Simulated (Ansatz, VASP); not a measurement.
# Two plane-wave programs on Pb

```xyz
1
Lattice="0.0000 2.1455 2.1455 2.1455 0.0000 2.1455 2.1455 2.1455 0.0000" Properties=species:S:1:pos:R:3 pbc="T T T"
Pb    0.0000    0.0000    0.0000
```

Change from the starting cell: volume scaled by 0.68, PAW files.

Alike in both runs: task single point; functional LDA; k mesh 15 × 15 × 15; occupations fermi-dirac, width 0.05 eV; no spin polarisation.

```csv
,VASP,Ansatz
version,VASP 6.6.1,Ansatz 0.2.0
potentials or method,"VASP PAW LDA potentials, release 64 (Pb_d)","PAW with Ansatz's default frozen-core files, scalar-relativistic"
plane-wave cutoff (eV),500,420
valence electrons in the cell,14,14
```

```tsv
	VASP	Ansatz	Ansatz less VASP
pressure (GPa)	52.7	52.1	-0.54
```

LDA's correlation is that of Perdew and Zunger in VASP and of Perdew and Wang (1992) in Ansatz. Both programs put the cell under a high pressure, so it lies far from rest at this level.

Neither program's run includes spin-orbit coupling.
